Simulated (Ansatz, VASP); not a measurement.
**Two plane-wave programs on LiNbP2**

INCAR

```
SYSTEM = LiNbP2
PREC     = Accurate       ! precision mode
ENCUT    = 520            ! plane-wave cutoff, eV
EDIFF    = 1E-7           ! SCF threshold, eV
ISMEAR   = 0              ! smearing method
SIGMA    = 0.1            ! smearing width, eV
LREAL    = .FALSE.        ! projectors in reciprocal space
LASPH    = .TRUE.         ! aspherical terms in the spheres
NELM     = 80             ! most SCF steps
ALGO     = Normal         ! electronic algorithm
ISIF     = 2              ! what is computed and relaxed
LWAVE    = .FALSE.        ! write WAVECAR
LCHARG   = .TRUE.         ! write CHGCAR
GGA      = PE             ! functional
LELF     = .TRUE.         ! ELF
LVHAR    = .TRUE.       
NBANDS   = 36             ! bands
```

KPOINTS

```
Automatic mesh
0
G
  6 6 2
  0 0 0
```

File POSCAR:

```
LiNbP2
1.0
    3.6690647500      0.0000000000      0.0000000000
   -1.8345323700      3.1775032800      0.0000000000
    0.0000000000      0.0000000000     11.3741007200
Li Nb P
2 2 4
Direct
    0.0000000000      0.0000000000      0.8750000000
    0.0000000000      0.0000000000      0.1250000000
    0.0000000000      0.0000000000      0.3750000000
    0.0000000000      0.0000000000      0.6250000000
    0.3333333300      0.6666666700      0.0000000000
    0.3333333300      0.6666666700      0.5000000000
    0.6666666700      0.3333333300      0.2500000000
    0.6666666700      0.3333333300      0.7500000000
```

Input for Ansatz:

```yaml
crystal:
  lattice:
    - [3.66906475, 0.0, 0.0]
    - [-1.83453237, 3.17750328, 0.0]
    - [0.0, 0.0, 11.37410072]
  atoms:
    - { symbol: Li, position: [0.0, 0.0, 0.875] }
    - { symbol: Li, position: [0.0, 0.0, 0.125] }
    - { symbol: Nb, position: [0.0, 0.0, 0.375] }
    - { symbol: Nb, position: [0.0, 0.0, 0.625] }
    - { symbol: P, position: [0.33333333, 0.66666667, 0.0] }
    - { symbol: P, position: [0.33333333, 0.66666667, 0.5] }
    - { symbol: P, position: [0.66666667, 0.33333333, 0.25] }
    - { symbol: P, position: [0.66666667, 0.33333333, 0.75] }
basis:
  ecutwfc: 420
kpoints:
  mp_grid: { grid: [6, 6, 2] }
hamiltonian:
  xc: pbe
scf:
  occupations: { method: gaussian, width: 0.1 }
  lower_state_search: "off"
output:
  forces: true
  stress: true
  eigenvalues: true
```

Alike in both runs: task single point; functional PBE; k mesh 6 × 6 × 2; occupations gaussian, width 0.1 eV; no spin polarisation.

|  | VASP | Ansatz |
| --- | --- | --- |
| version | VASP 6.6.1 | Ansatz 0.2.0 |
| potentials or method | VASP PAW PBE potentials, release 64 (Li_sv, Nb_sv, P), cutoff 520 eV | scalar-relativistic, plane waves, PAW |
| valence electrons in the cell | 52 | 52 |

|  | VASP | Ansatz | Ansatz less VASP |
| --- | --- | --- | --- |
| gap on the k mesh at the Fermi level (eV) | none | none | - |
| rms of the force components (eV/Å) | 0.193 | 0.196 | +0.0025 |

Atom by atom the forces differ by 0.007 eV/Å (rms over components). A gap of «none» marks a metal or a gap that the smearing closes.

Noted on VASP's run: the cutoff is under 1.25 times that of the potentials, so the pressure is a little rough.
